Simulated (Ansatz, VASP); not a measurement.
**Two plane-wave programs on Hg3Pt**

```
Hg Pt
1.0
     4.28551    0.00000    0.00000
     0.00000    4.28551    0.00000
     0.00000    0.00000    4.28551
Hg Pt
3 1
Direct
  0.50000 0.50000 0.00000
  0.50000 0.00000 0.50000
  0.00000 0.50000 0.50000
  0.00000 0.00000 0.00000
```

Alike in both runs: task single point; functional PBE; k mesh 6 × 6 × 6; occupations fermi-dirac, width 0.05 eV; no spin polarisation.

|  | VASP | Ansatz |
| --- | --- | --- |
| version | VASP 6.6.1 | Ansatz 0.2.0 |
| potentials or method | VASP PAW PBE potentials, release 64 (Hg_sv_GW, Pt_sv_GW) | Ansatz PAW |
| plane-wave cutoff (eV) | 570 | 420 |
| valence electrons in the cell | 78 | 78 |

Ansatz gave:

| Item | Value |
| --- | --- |
| gap on the k mesh at the Fermi level (eV) | none |
| pressure (GPa) | 2.3 |

Problem. What did VASP give for the same quantities?

Solution. gap on the k mesh at the Fermi level (eV): none; pressure (GPa): 2.0.

A gap of «none» marks a metal or a gap that the smearing closes.

Neither program's run includes spin-orbit coupling.
